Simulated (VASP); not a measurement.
Input of a VASP 6.6.1 run:

INCAR

```
PREC = Accurate
ENCUT = 520
EDIFF = 1E-7
ISMEAR = 0
SIGMA = 0.1
LREAL = False
LASPH = True
NELM = 150
ALGO = Normal
ISIF = 2
LWAVE = False
LCHARG = False
LDAU = True
LDAUTYPE = 1
LDAUL = 2 -1
LDAUU = 5.7 0
LDAUJ = 0.36 0
LDAUPRINT = 1
GGA = PE
IVDW = 12
NBANDS = 16
```

File KPOINTS:

```
regular mesh
0
Gamma
  4 4 4
```

Contents of POSCAR:

```
GaAs
1.0
    0.0000000000      2.8750910496      2.8750910496
    2.8750910496      0.0000000000      2.8750910496
    2.8750910496      2.8750910496      0.0000000000
Ga As
1 1
Direct
    0.0000000000      0.0000000000      0.0000000000
    0.2500000000      0.2500000000      0.2500000000
```

Potentials or basis: VASP PAW PBE potentials, release 64 (Ga_d, As).

The run is started by

```sh
$ cat potpaw_PBE.64/Ga_d/POTCAR potpaw_PBE.64/As/POTCAR > POTCAR
$ mpirun -np 1 vasp_std > vasp.out
```

(1) Estimate the pressure.

(2) What does it give for the band gap on the k mesh?

(3) Estimate the dispersion energy per atom.

## Answers

(1) -4.0 GPa.

(2) 0.31 eV, direct.

(3) -0.307 eV.

Caveat: the k points lie up to 0.47 Å⁻¹ apart; the U is typed as a test and isn't derived for this compound.
